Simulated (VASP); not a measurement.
# NaH (Fm-3m) in VASP: a series of runs

The runs below take NaH through single point, with HSE06, PBE0.

All numbers are computed with VASP 6.6.1; they aren't measurements. Logs are shortened: lines on timing, memory, paths and dates and some standing lists are left out, and cuts for length are marked.

### 1 The cell of the first run

It takes space group Fm-3m (No. 225, cubic). The conventional cell has a = 4.795 Å, b = 4.795 Å, c = 4.795 Å, α = 90.00°, β = 90.00°, γ = 90.00°. Na (site symmetry m-3m) has 6 H at 2.40 Å within 3.2 Å. H (site symmetry m-3m) has 6 Na at 2.40 Å within 3.2 Å.

### 2 Single point, HSE06

POSCAR reads:

```
NaH
1.0
    0.0000000000      2.3975116371      2.3975116371
    2.3975116371      0.0000000000      2.3975116371
    2.3975116371      2.3975116371      0.0000000000
Na H
1 1
Direct
    0.0000000000      0.0000000000      0.0000000000
    0.5000000000      0.5000000000      0.5000000000
```

INCAR.step1 reads:

```
SYSTEM = NaH
ALGO = Normal ; EDIFF = 1E-5
ENCUT = 520 ; GGA = PE
ISIF = 2 ; ISMEAR = 0
LASPH = .TRUE. ; LCHARG = .FALSE.
LREAL = .FALSE. ; LWAVE = .TRUE.
NBANDS = 11 ; NELM = 80
PREC = Accurate ; SIGMA = 0.01
```

INCAR.step2 reads:

```
SYSTEM = NaH
ALGO = Normal ; EDIFF = 1E-6
ENCUT = 520 ; GGA = PE
HFSCREEN = 0.2079 ; ISIF = 2
ISMEAR = 0 ; ISTART = 1
LASPH = .TRUE. ; LCHARG = .FALSE.
LHFCALC = .TRUE. ; LREAL = .FALSE.
LWAVE = .FALSE. ; NBANDS = 11
NELM = 80 ; PREC = Accurate
PRECFOCK = Normal ; SIGMA = 0.01
```

KPOINTS reads:

```
k-points
0
G
  6 6 6
  0 0 0
```

Potentials or basis: VASP PAW PBE potentials, release 64 (Na_pv, H).

Run with:

```
> cat potpaw_PBE.64/Na_pv/POTCAR potpaw_PBE.64/H/POTCAR > POTCAR
> cp INCAR.step1 INCAR
> mpirun -np 1 vasp_std > vasp.out
> cp INCAR.step2 INCAR
> mpirun -np 1 vasp_std > vasp.out
```

OUTCAR:

```text
SYSTEM = NaH
   EDIFF = 1E-6
   ENCUT = 520
   GGA = PE
   HFSCREEN = 0.2079
   ISIF = 2
   ISMEAR = 0
   ISTART = 1
   LASPH = .TRUE.
   LHFCALC = .TRUE.
   LREAL = .FALSE.
   NELM = 80
   PREC = Accurate
   PRECFOCK = Normal

 ion  position               nearest neighbor table
   1  0.000  0.000  0.000-
   2  0.500  0.500  0.500-

  LATTYP: Found a face centered cubic cell.
 ALAT       =     4.7950232742

  Lattice vectors:

 A1 = (   0.0000000000,   2.3975116371,   2.3975116371)
 A2 = (   2.3975116371,   0.0000000000,   2.3975116371)
 A3 = (   2.3975116371,   2.3975116371,   0.0000000000)

Analysis of symmetry for initial positions (statically):
=====================================================================
 Subroutine PRICEL returns:
 Original cell was already a primitive cell.

 Routine SETGRP: Setting up the symmetry group for a
 face centered cubic supercell.

 Subroutine GETGRP returns: Found 48 space group operations
 (whereof 48 operations were pure point group operations)
 out of a pool of 48 trial point group operations.

The static configuration has the point symmetry O_h .

Analysis of symmetry for dynamics (positions and initial velocities):
=====================================================================
 Subroutine PRICEL returns:
 Original cell was already a primitive cell.

 Routine SETGRP: Setting up the symmetry group for a
 face centered cubic supercell.

 Subroutine GETGRP returns: Found 48 space group operations
 (whereof 48 operations were pure point group operations)
 out of a pool of 48 trial point group operations.

The dynamic configuration has the point symmetry O_h .

 Subroutine INISYM returns: Found 48 space group operations
 (whereof 48 operations are pure point group operations),
 and found     1 'primitive' translations

----------------------------------------------------------------------------------------

                                     Primitive cell

  volume of cell :      27.5621

  direct lattice vectors                    reciprocal lattice vectors
     0.000000000  2.397511637  2.397511637    -0.208549561  0.208549561  0.208549561
     2.397511637  0.000000000  2.397511637     0.208549561 -0.208549561  0.208549561
     2.397511637  2.397511637  0.000000000     0.208549561  0.208549561 -0.208549561

  length of vectors
     3.390593473  3.390593473  3.390593473     0.361218436  0.361218436  0.361218436

  position of ions in fractional coordinates (direct lattice)
     0.000000000  0.000000000  0.000000000
     0.500000000  0.500000000  0.500000000

  ion indices of the primitive-cell ions
   primitive index   ion index
                 1           1
                 2           2

----------------------------------------------------------------------------------------

 KPOINTS: k-points

Automatic generation of k-mesh.
 Grid dimensions read from file:
 generate k-points for:    6    6    6

 Generating k-lattice:

  Cartesian coordinates                     Fractional coordinates (reciprocal lattice)
    -0.034758260  0.034758260  0.034758260     0.166666667  0.000000000  0.000000000
     0.034758260 -0.034758260  0.034758260     0.000000000  0.166666667  0.000000000
     0.034758260  0.034758260 -0.034758260     0.000000000  0.000000000  0.166666667

  Length of vectors
     0.060203073  0.060203073  0.060203073

  Shift w.r.t. Gamma in fractional coordinates (k-lattice)
     0.000000000  0.000000000  0.000000000

 Subroutine IBZKPT returns following result:
 ===========================================

 Found     16 irreducible k-points:

 Following reciprocal coordinates:
            Coordinates               Weight
  0.000000  0.000000  0.000000      1.000000
  0.166667  0.000000  0.000000      8.000000
  0.333333  0.000000  0.000000      8.000000
  0.500000  0.000000  0.000000      4.000000
  0.166667  0.166667  0.000000      6.000000
  0.333333  0.166667  0.000000     24.000000
[... 8 lines left out ...]
 -0.333333  0.333333  0.166667     24.000000
 -0.333333  0.500000  0.166667     12.000000
   k-points           NKPTS =     16   k-points in BZ     NKDIM =    216   number of bands    NBANDS=     11
   number of dos      NEDOS =    301   number of ions     NIONS =      2
   total plane-waves  NPLWV =  21952
   dimension x,y,z NGX =    28 NGY =   28 NGZ =   28
   dimension x,y,z NGXF=    56 NGYF=   56 NGZF=   56
   ions per type =               1   1
   NGX,Y,Z   is equivalent  to a cutoff of  13.73, 13.73, 13.73 a.u.
   NGXF,Y,Z  is equivalent  to a cutoff of  27.46, 27.46, 27.46 a.u.
 SYSTEM =  NaH
   PREC   = accura    normal or accurate (medium, high low for compatibility)
   ISTART =      1    job   : 0-new  1-cont  2-samecut
   ICHARG =      0    charge: 1-file 2-atom 10-const
   ISPIN  =      1    spin polarized calculation?
   LNONCOLLINEAR =      F non collinear calculations
   LSORBIT =      F    spin-orbit coupling
   LASPH  =      T    aspherical Exc in radial PAW
   ENCUT  =  520.0 eV  38.22 Ry    6.18 a.u.   6.30  6.30  6.30*2*pi/ulx,y,z
   NELM   =     80;   NELMIN=  2; NELMDL=  0     # of ELM steps
   EDIFF  = 0.1E-05   stopping-criterion for ELM
   LREAL  =      F    real-space projection
   EDIFFG = 0.1E-04   stopping-criterion for IOM
   NSW    =      0    number of steps for IOM
   IBRION =     -1    ionic relax: 0-MD 1-quasi-New 2-CG
   NFREE  =      0    steps in history (QN), initial steepest desc. (CG)
   ISIF   =      2    stress and relaxation
   ISYM   =      3    0-nonsym 1-usesym 2-fastsym
   POTIM  = 0.5000    time-step for ionic-motion
   TEBEG  =    0.0;   TEEND  =   0.0 temperature during run
   PSTRESS=    0.0 pullay stress
   NELECT =       8.0000    total number of electrons
   NUPDOWN=      -1.0000    fix difference up-down
   EMIN   =  10.00;   EMAX   =-10.00  energy-range for DOS
   EFERMI =   0.00;   METHOD = LEGACY
   ISMEAR =     0;   SIGMA  =   0.01  broadening in eV -4-tet -1-fermi 0-gaus
   EFERMI_NEDOS =   21; number of points for ismear=-14 and -15
   IALGO  =     38    algorithm
   IMIX   =      1    mixing-type and parameters
     AMIX     =   0.40;   BMIX     =  1.00
     AMIX_MAG =   1.60;   BMIX_MAG =  1.00
  volume/ion in A,a.u.               =      13.78        93.00
  Fermi-wavevector in a.u.,A,eV,Ry     =   1.083929  2.048328 15.985508  1.174902
  Thomas-Fermi vector in A             =   2.220007
   LORBIT       =      0    0 simple, 1 ext, 2 COOP (PROOUT), +10 PAW based schemes
   GGA     = PE    functional components
   LHFCALC =     T    Hartree Fock is set to
   PRECFOCK=normal    Normal, Fast or Accurate (Low or Medium for compatibility)
   ENCUT4O =  -1.0   cutoff for four orbital integrals eV
   NKREDX  =     1    reduce k-point grid by
   NKREDY  =     1    reduce k-point grid by
   NKREDZ  =     1    reduce k-point grid by
   AEXX    =    0.2500 exact exchange contribution
   HFSCREEN=    0.2079 screening length (either q_TF or 0.3 A-1)
   HFSCREENC=   0.2079 screening length for correlation (either q_TF or 0.3 A-1)
   ENCUTFOCK=  -1.0 apply spherical cutoff to Coloumb kernel
   IVDW    =     0    specifies the selected vdW correction
   LEPSILON=     F    determine dielectric tensor
   LRPA    =     F    only Hartree local field effects (RPA)
 non-spin polarized calculation
 Gauss-broadening in eV      SIGMA  =   0.01
  energy-cutoff  :      520.00
  volume of cell :       27.56
 maximum number of plane-waves:       754
 NGX is ok and might be reduce to    28
  NGX = 20; NGY = 20; NGZ = 20

 number of electron       7.9999992 magnetization

 Free energy of the ion-electron system (eV)
  ---------------------------------------------------
  ext. energy  EPLUGINS =         0.00000000
  ---------------------------------------------------
  free energy    TOTEN  =        -5.76275723 eV

  energy without entropy =       -5.76275723  energy(sigma->0) =       -5.76275723

 E-fermi :  -1.7815     XC(G=0):  -6.5790

 val. band max:       -1.8305558669   @ k =  -0.3333   0.5000   0.1667
 cond. band min:       3.0621938258   @ k =   0.5000   0.0000   0.0000
 fundamental gap:      4.8927496928
 Fermi energy:        -1.7814817575

 k-point     1 :       0.0000    0.0000    0.0000
  band No.  band energies     occupation
      1     -26.1342      2.00000
      2     -26.1342      2.00000
      3     -26.1342      2.00000
      4      -5.8063      2.00000
      5      10.4045      0.00000
      6      15.3944      0.00000
      7      15.3944      0.00000
      8      15.3944      0.00000
      9      16.4568      0.00000
     10      16.4568      0.00000
     11      16.4568      0.00000

 k-point     2 :       0.1667    0.0000    0.0000
  band No.  band energies     occupation
      1     -26.1586      2.00000
      2     -26.1370      2.00000
      3     -26.1370      2.00000
      4      -5.2707      2.00000
      5       8.6191      0.00000
      6      12.0954      0.00000
      7      14.3145      0.00000
      8      14.3145      0.00000
      9      17.6205      0.00000
     10      17.6205      0.00000
     11      17.9052      0.00000

 k-point     3 :       0.3333    0.0000    0.0000
  band No.  band energies     occupation
      1     -26.2066      2.00000
      2     -26.1425      2.00000
      3     -26.1425      2.00000
      4      -3.8551      2.00000
      5       5.0105      0.00000
      6      10.8494      0.00000
      7      13.4467      0.00000
      8      13.4467      0.00000
      9      16.8232      0.00000
     10      16.8232      0.00000
     11      19.0612      0.00000
[... 155 lines left out ...]
 k-point    15 :      -0.3333    0.3333    0.1667
  band No.  band energies     occupation
      1     -26.2052      2.00000
      2     -26.1797      2.00000
      3     -26.1585      2.00000
      4      -2.0706      2.00000
      5       4.4705      0.00000
      6       6.3279      0.00000
      7       9.5051      0.00000
      8      15.4396      0.00000
      9      16.5695      0.00000
     10      19.0883      0.00000
     11      21.0994      0.00000

 k-point    16 :      -0.3333    0.5000    0.1667
  band No.  band energies     occupation
      1     -26.2041      2.00000
      2     -26.1784      2.00000
      3     -26.1679      2.00000
      4      -1.8306      2.00000
      5       4.5918      0.00000
      6       6.5765      0.00000
      7       8.3682      0.00000
      8      14.7432      0.00000
      9      15.1014      0.00000
     10      20.9005      0.00000
     11      20.9938      0.00000

------------------------ aborting loop because EDIFF is reached ----------------------------------------

  FORCE on cell =-STRESS in cart. coord.  units (eV):
  Direction    XX          YY          ZZ          XY          YZ          ZX
  --------------------------------------------------------------------------------------
  -------------------------------------------------------------------------------------
  Total        0.0286172      0.0286172      0.0286172      0.0000000     -0.0000000      0.0000000
  in kB        1.6635103      1.6635103      1.6635103      0.0000000     -0.0000000      0.0000000
  external PRESSURE =       1.6635103 kB  Pullay stress =       0.0000000 kB

 VOLUME and BASIS-vectors are now :
 -----------------------------------------------------------------------------
  energy-cutoff  :      520.00
  volume of cell :       27.56
      direct lattice vectors                 reciprocal lattice vectors
     0.000000000  2.397511637  2.397511637    -0.208549561  0.208549561  0.208549561
     2.397511637  0.000000000  2.397511637     0.208549561 -0.208549561  0.208549561
     2.397511637  2.397511637  0.000000000     0.208549561  0.208549561 -0.208549561

 POSITION                                       TOTAL-FORCE (eV/Angst)
 -----------------------------------------------------------------------------------
      0.00000      0.00000      0.00000         0.000000      0.000000      0.000000
      2.39751      2.39751      2.39751        -0.000000      0.000000     -0.000000
 -----------------------------------------------------------------------------------
    total drift:                                0.000000      0.000000      0.000000

  FREE ENERGIE OF THE ION-ELECTRON SYSTEM (eV)
  ---------------------------------------------------
  free  energy   TOTEN  =        -5.7627572270 eV

  energy  without entropy=       -5.7627572270  energy(sigma->0) =       -5.76275723
```

It took 6.2 min on 1 thread of Intel Xeon Platinum 8259CL at 2.50GHz (Skylake/Cascade Lake), shared host; peak memory 0.26 GiB.

What came out:

* Free energy: -5.7628 eV
* Pressure: 0.2 GPa
* Band gap on the k mesh: 4.89 eV (least direct gap 5.81 eV)

Caveat: the PAW data sets were made with another functional, which shifts forces and pressure a little.

### 3 Single point, PBE0

POSCAR is that of step 2.

INCAR.step1 reads:

```
  ALGO = Normal
  EDIFF = 1E-5
  ENCUT = 520
  GGA = PE
  ISIF = 2
  ISMEAR = 0
  LASPH = T
  LCHARG = F
  LREAL = F
  LWAVE = T
  NBANDS = 11
  NELM = 80
  PREC = Accurate
  SIGMA = 0.01
```

INCAR.step2 reads:

```
  AEXX = 0.25
  ALGO = Normal
  EDIFF = 1E-7
  ENCUT = 520
  GGA = PE
  ISIF = 2
  ISMEAR = 0
  ISTART = 1
  LASPH = T
  LCHARG = F
  LHFCALC = T
  LREAL = F
  LWAVE = F
  NBANDS = 11
  NELM = 80
  PREC = Accurate
  PRECFOCK = Normal
  SIGMA = 0.01
```

KPOINTS reads:

```
k-points
0
Gamma
  6 6 6
```

Potentials or basis: VASP PAW PBE potentials, release 64 (Na_pv, H).

Run with:

```
> cat potpaw_PBE.64/Na_pv/POTCAR potpaw_PBE.64/H/POTCAR > POTCAR
> cp INCAR.step1 INCAR
> mpirun -np 1 vasp_std > vasp.out
> cp INCAR.step2 INCAR
> mpirun -np 1 vasp_std > vasp.out
```

It took 7.8 min on 1 thread of Intel Xeon Platinum 8259CL at 2.50GHz (Skylake/Cascade Lake), shared host; peak memory 0.15 GiB.

Results (log left out):

```
Free energy            : -6.1182 eV
Pressure               : 0.2 GPa
Band gap on the k mesh : 5.63 eV (least direct gap 6.56 eV)
```

Levels at points of the mesh, in eV from the valence-band top:
```tsv
k point	band 2	band 3	band 4	band 5	band 6	band 7
(0.00, 0.00, 0.00)	-24.33	-24.33	-4.03	13.01	17.99	17.99
(0.50, 0.00, 0.00)	-24.34	-24.34	-0.93	5.63	13.12	15.77
(0.50, 0.50, 0.00)	-24.36	-24.36	-0.14	6.49	12.13	12.96
```

Caveat: the PAW data sets were made with another functional, which shifts forces and pressure a little.
